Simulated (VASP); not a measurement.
# SnO2 (P6_3/mmc) in VASP: single point with PBE

Aim: the single point of SnO2 with PBE.

Program: VASP 6.6.1. These are calculated values, not measurements. Logs are shortened: lines on timing, memory, paths and dates and some standing lists are left out, and cuts for length are marked.

### 1 The cell of the first run

The structure is hexagonal, space group P6_3/mmc (No. 194). The conventional cell has a = 6.300 Å, b = 6.300 Å, c = 10.287 Å, α = 90.00°, β = 90.00°, γ = 120.00°. Sn (site symmetry 3m) has 4 O at 1.93 Å within 2.6 Å. O (site symmetry 2/m) has 2 Sn at 1.93 Å within 2.6 Å. Within 2.6 Å of O (site symmetry -6m2) lie 2 Sn at 1.93 Å.

The cell was generated, and may not be a known phase.

### 2 Single point, PBE

The input, INCAR:

```
SYSTEM = SnO2
PREC     = Accurate       ! precision mode
ENCUT    = 520            ! plane-wave cutoff, eV
EDIFF    = 1E-7           ! SCF threshold, eV
ISMEAR   = 0              ! smearing method
SIGMA    = 0.02           ! smearing width, eV
LREAL    = .False.        ! projectors in reciprocal space
LASPH    = .True.         ! aspherical terms in the spheres
NELM     = 100            ! most SCF steps
ALGO     = Normal         ! electronic algorithm
ISIF     = 2              ! what is computed and relaxed
LWAVE    = .False.        ! write WAVECAR
LCHARG   = .False.        ! write CHGCAR
GGA      = PE             ! functional
NBANDS   = 64             ! bands
```

The input, KPOINTS:

```
regular mesh
0
Gamma
  6 6 4
  0 0 0
```

The input, POSCAR:

```
SnO2
1.0
    6.2997615046      0.0000000000      0.0000000000
   -3.1498807523      5.4557535007      0.0000000000
    0.0000000000      0.0000000000     10.2869441432
Sn O
4 8
Direct
    0.3333333333      0.6666666667      0.9375251164
    0.6666666667      0.3333333333      0.4375251164
    0.6666666667      0.3333333333      0.0624748836
    0.3333333333      0.6666666667      0.5624748836
    0.0000000000      0.5000000000      0.0000000000
    0.5000000000      0.5000000000      0.0000000000
    0.5000000000      0.0000000000      0.0000000000
    0.3333333333      0.6666666667      0.7500000000
    0.6666666667      0.3333333333      0.2500000000
    0.5000000000      0.0000000000      0.5000000000
    0.5000000000      0.5000000000      0.5000000000
    0.0000000000      0.5000000000      0.5000000000
```

Potentials or basis: VASP PAW PBE potentials, release 64 (Sn_d, O).

Launch:

```
> cat potpaw_PBE.64/Sn_d/POTCAR potpaw_PBE.64/O/POTCAR > POTCAR
> mpirun -np 1 vasp_std > vasp.out
```

OUTCAR:

```text
SYSTEM = SnO2
   PREC = Accurate
   ENCUT = 520
   EDIFF = 1E-7
   ISMEAR = 0
   LREAL = .False.
   LASPH = .True.
   NELM = 100
   ISIF = 2
   GGA = PE

 ion  position               nearest neighbor table
   1  0.333  0.667  0.938-   7 1.93   5 1.93   6 1.93   8 1.93
   2  0.667  0.333  0.438-  10 1.93  12 1.93  11 1.93   9 1.93
   3  0.667  0.333  0.062-   7 1.93   5 1.93   6 1.93   9 1.93
   4  0.333  0.667  0.562-  10 1.93  12 1.93  11 1.93   8 1.93
   5  0.000  0.500  0.000-   1 1.93   3 1.93
   6  0.500  0.500  0.000-   1 1.93   3 1.93
   7  0.500  0.000  0.000-   1 1.93   3 1.93
   8  0.333  0.667  0.750-   1 1.93   4 1.93
   9  0.667  0.333  0.250-   2 1.93   3 1.93
  10  0.500  0.000  0.500-   2 1.93   4 1.93
  11  0.500  0.500  0.500-   2 1.93   4 1.93
  12  0.000  0.500  0.500-   2 1.93   4 1.93

  LATTYP: Found a hexagonal cell.
 ALAT       =     6.2997615046
 C/A-ratio  =     1.6329100928

  Lattice vectors:

 A1 = (   6.2997615046,   0.0000000000,   0.0000000000)
 A2 = (  -3.1498807523,   5.4557535007,   0.0000000000)
 A3 = (   0.0000000000,   0.0000000000,  10.2869441432)

Analysis of symmetry for initial positions (statically):
=====================================================================
 Subroutine PRICEL returns:
 Original cell was already a primitive cell.

 Routine SETGRP: Setting up the symmetry group for a
 hexagonal supercell.

 Subroutine GETGRP returns: Found 24 space group operations
 (whereof 12 operations were pure point group operations)
 out of a pool of 24 trial point group operations.

The static configuration has the point symmetry D_3d.
 The point group associated with its full space group is D_6h.

Analysis of symmetry for dynamics (positions and initial velocities):
=====================================================================
 Subroutine PRICEL returns:
 Original cell was already a primitive cell.

 Routine SETGRP: Setting up the symmetry group for a
 hexagonal supercell.

 Subroutine GETGRP returns: Found 24 space group operations
 (whereof 12 operations were pure point group operations)
 out of a pool of 24 trial point group operations.

The dynamic configuration has the point symmetry D_3d.
 The point group associated with its full space group is D_6h.

 Subroutine INISYM returns: Found 24 space group operations
 (whereof 12 operations are pure point group operations),
 and found     1 'primitive' translations

----------------------------------------------------------------------------------------

                                     Primitive cell

  volume of cell :     353.5617

  direct lattice vectors                    reciprocal lattice vectors
     6.299761505  0.000000000  0.000000000     0.158736168  0.091646369  0.000000000
    -3.149880752  5.455753501  0.000000000     0.000000000  0.183292739  0.000000000
     0.000000000  0.000000000 10.286944143     0.000000000  0.000000000  0.097210599

  length of vectors
     6.299761505  6.299761505 10.286944143     0.183292739  0.183292739  0.097210599

  position of ions in fractional coordinates (direct lattice)
     0.333333333  0.666666667  0.937525116
     0.666666667  0.333333333  0.437525116
     0.666666667  0.333333333  0.062474884
     0.333333333  0.666666667  0.562474884
     1.000000000  0.500000000  0.000000000
     0.500000000  0.500000000  0.000000000
     0.500000000  0.000000000  0.000000000
     0.333333333  0.666666667  0.750000000
     0.666666667  0.333333333  0.250000000
     0.500000000  0.000000000  0.500000000
     0.500000000  0.500000000  0.500000000
     1.000000000  0.500000000  0.500000000

  ion indices of the primitive-cell ions
   primitive index   ion index
                 1           1
                 2           2
                 3           3
                 4           4
                 5           5
                 6           6
                 7           7
                 8           8
                 9           9
                10          10
                11          11
                12          12

----------------------------------------------------------------------------------------

 KPOINTS: regular mesh

Automatic generation of k-mesh.
 Grid dimensions read from file:
 generate k-points for:    6    6    4

 Generating k-lattice:

  Cartesian coordinates                     Fractional coordinates (reciprocal lattice)
     0.026456028  0.015274395  0.000000000     0.166666667  0.000000000  0.000000000
     0.000000000  0.030548790  0.000000000     0.000000000  0.166666667  0.000000000
     0.000000000  0.000000000  0.024302650     0.000000000  0.000000000  0.250000000

  Length of vectors
     0.030548790  0.030548790  0.024302650

  Shift w.r.t. Gamma in fractional coordinates (k-lattice)
     0.000000000  0.000000000  0.000000000

 Subroutine IBZKPT returns following result:
 ===========================================

 Found     21 irreducible k-points:

 Following reciprocal coordinates:
            Coordinates               Weight
  0.000000  0.000000  0.000000      1.000000
  0.166667  0.000000  0.000000      6.000000
  0.333333  0.000000  0.000000      6.000000
  0.500000  0.000000  0.000000      3.000000
  0.166667  0.166667  0.000000      6.000000
  0.333333  0.166667  0.000000     12.000000
[... 13 lines left out ...]
  0.333333  0.166667  0.500000     12.000000
  0.333333  0.333333  0.500000      2.000000
   k-points           NKPTS =     21   k-points in BZ     NKDIM =     21   number of bands    NBANDS=     64
   number of dos      NEDOS =    301   number of ions     NIONS =     12
   total plane-waves  NPLWV = 184320
   dimension x,y,z NGX =    48 NGY =   48 NGZ =   80
   dimension x,y,z NGXF=    96 NGYF=   96 NGZF=  160
   ions per type =               4   8
   NGX,Y,Z   is equivalent  to a cutoff of  12.67, 12.67, 12.93 a.u.
   NGXF,Y,Z  is equivalent  to a cutoff of  25.33, 25.33, 25.86 a.u.
 SYSTEM =  SnO2
   PREC   = accura    normal or accurate (medium, high low for compatibility)
   ISTART =      0    job   : 0-new  1-cont  2-samecut
   ICHARG =      2    charge: 1-file 2-atom 10-const
   ISPIN  =      1    spin polarized calculation?
   LNONCOLLINEAR =      F non collinear calculations
   LSORBIT =      F    spin-orbit coupling
   LASPH  =      T    aspherical Exc in radial PAW
   ENCUT  =  520.0 eV  38.22 Ry    6.18 a.u.  11.71 11.71 19.13*2*pi/ulx,y,z
   NELM   =    100;   NELMIN=  2; NELMDL= -5     # of ELM steps
   EDIFF  = 0.1E-06   stopping-criterion for ELM
   LREAL  =      F    real-space projection
   EDIFFG = 0.1E-05   stopping-criterion for IOM
   NSW    =      0    number of steps for IOM
   IBRION =     -1    ionic relax: 0-MD 1-quasi-New 2-CG
   NFREE  =      0    steps in history (QN), initial steepest desc. (CG)
   ISIF   =      2    stress and relaxation
   ISYM   =      2    0-nonsym 1-usesym 2-fastsym
   POTIM  = 0.5000    time-step for ionic-motion
   TEBEG  =    0.0;   TEEND  =   0.0 temperature during run
   PSTRESS=    0.0 pullay stress
   NELECT =     104.0000    total number of electrons
   NUPDOWN=      -1.0000    fix difference up-down
   EMIN   =  10.00;   EMAX   =-10.00  energy-range for DOS
   EFERMI =   0.00;   METHOD = LEGACY
   ISMEAR =     0;   SIGMA  =   0.02  broadening in eV -4-tet -1-fermi 0-gaus
   EFERMI_NEDOS =   21; number of points for ismear=-14 and -15
   IALGO  =     38    algorithm
   IMIX   =      4    mixing-type and parameters
     AMIX     =   0.40;   BMIX     =  1.00
     AMIX_MAG =   1.60;   BMIX_MAG =  1.00
  volume/ion in A,a.u.               =      29.46       198.83
  Fermi-wavevector in a.u.,A,eV,Ry     =   1.088757  2.057452 16.128228  1.185391
  Thomas-Fermi vector in A             =   2.224945
   LORBIT       =      0    0 simple, 1 ext, 2 COOP (PROOUT), +10 PAW based schemes
   GGA     = PE    functional components
   LHFCALC =     F    Hartree Fock is set to
   AEXX    =    0.0000 exact exchange contribution
   IVDW    =     0    specifies the selected vdW correction
   LEPSILON=     F    determine dielectric tensor
   LRPA    =     F    only Hartree local field effects (RPA)
 non-spin polarized calculation
 Gauss-broadening in eV      SIGMA  =   0.02
  energy-cutoff  :      520.00
  volume of cell :      353.56
 maximum number of plane-waves:      9558
 NGX is ok and might be reduce to    48
   NGX = 23   NGY = 23   NGZ = 39

 number of electron     103.9999993 magnetization

 Free energy of the ion-electron system (eV)
  ---------------------------------------------------
  ext. energy  EPLUGINS =         0.00000000
  ---------------------------------------------------
  free energy    TOTEN  =       -69.40014162 eV

  energy without entropy =      -69.40014162  energy(sigma->0) =      -69.40014162

 E-fermi :  -2.0043     XC(G=0):  -6.2592

 val. band max:       -2.1369469082   @ k =   0.0000   0.0000   0.0000
 cond. band min:      -0.7332854494   @ k =   0.0000   0.0000   0.0000
 fundamental gap:      1.4036614588
 Fermi energy:        -2.0042890900

 k-point     1 :       0.0000    0.0000    0.0000
  band No.  band energies     occupation
      1     -22.4036      2.00000
      2     -22.4036      2.00000
      3     -22.4000      2.00000
      4     -22.3999      2.00000
      5     -22.3999      2.00000
      6     -22.3052      2.00000
[... 56 lines left out ...]
     63       5.9735      0.00000
     64       6.1656      0.00000

 k-point     2 :       0.1667    0.0000    0.0000
  band No.  band energies     occupation
      1     -22.4052      2.00000
      2     -22.4043      2.00000
      3     -22.4007      2.00000
      4     -22.4007      2.00000
      5     -22.3834      2.00000
      6     -22.2839      2.00000
[... 1262 lines left out ...]
     63       6.5861      0.00000
     64       6.5861      0.00000

 k-point    21 :       0.3333    0.3333    0.5000
  band No.  band energies     occupation
      1     -22.4062      2.00000
      2     -22.4062      2.00000
      3     -22.4044      2.00000
      4     -22.4044      2.00000
      5     -22.2472      2.00000
      6     -22.2472      2.00000
[... 56 lines left out ...]
     63       6.5922      0.00000
     64       6.5922      0.00000

------------------------ aborting loop because EDIFF is reached ----------------------------------------

  FORCE on cell =-STRESS in cart. coord.  units (eV):
  Direction    XX          YY          ZZ          XY          YZ          ZX
  --------------------------------------------------------------------------------------
  -------------------------------------------------------------------------------------
  Total        0.3674574      0.3674574      0.3673464      0.0000000      0.0000000      0.0000000
  in kB        1.6651462      1.6651462      1.6646432      0.0000000      0.0000000      0.0000000
  external PRESSURE =       1.6649786 kB  Pullay stress =       0.0000000 kB

 VOLUME and BASIS-vectors are now :
 -----------------------------------------------------------------------------
  energy-cutoff  :      520.00
  volume of cell :      353.56
      direct lattice vectors                 reciprocal lattice vectors
     6.299761505  0.000000000  0.000000000     0.158736168  0.091646369  0.000000000
    -3.149880752  5.455753501  0.000000000     0.000000000  0.183292739  0.000000000
     0.000000000  0.000000000 10.286944143     0.000000000  0.000000000  0.097210599

 POSITION                                       TOTAL-FORCE (eV/Angst)
 -----------------------------------------------------------------------------------
     -0.00000      3.63717      9.64427        -0.000000     -0.000000      0.001854
      3.14988      1.81858      4.50080         0.000000      0.000000      0.001854
      3.14988      1.81858      0.64268         0.000000      0.000000     -0.001854
     -0.00000      3.63717      5.78615        -0.000000     -0.000000     -0.001854
     -1.57494      2.72788      0.00000        -0.000000     -0.000000      0.000000
      1.57494      2.72788      0.00000        -0.000000     -0.000000      0.000000
      3.14988      0.00000      0.00000        -0.000000     -0.000000      0.000000
     -0.00000      3.63717      7.71521        -0.000000      0.000000      0.000000
      3.14988      1.81858      2.57174         0.000000     -0.000000      0.000000
      3.14988      0.00000      5.14347        -0.000000     -0.000000      0.000000
      1.57494      2.72788      5.14347        -0.000000     -0.000000      0.000000
     -1.57494      2.72788      5.14347        -0.000000     -0.000000      0.000000
 -----------------------------------------------------------------------------------
    total drift:                               -0.000001      0.000001     -0.000000

  FREE ENERGIE OF THE ION-ELECTRON SYSTEM (eV)
  ---------------------------------------------------
  free  energy   TOTEN  =       -69.4001416151 eV

  energy  without entropy=      -69.4001416151  energy(sigma->0) =      -69.40014162
```

Run time: 12 min. Hardware: 1 thread of Intel Xeon Platinum 8259CL at 2.50GHz (Skylake/Cascade Lake), shared host; peak memory 0.64 GiB.

What came out:

* Free energy: -69.4001 eV
* Pressure: 0.2 GPa
* Band gap on the k mesh: 1.40 eV

Caveat: spin-orbit coupling is left out, which moves the levels of the heavy elements.
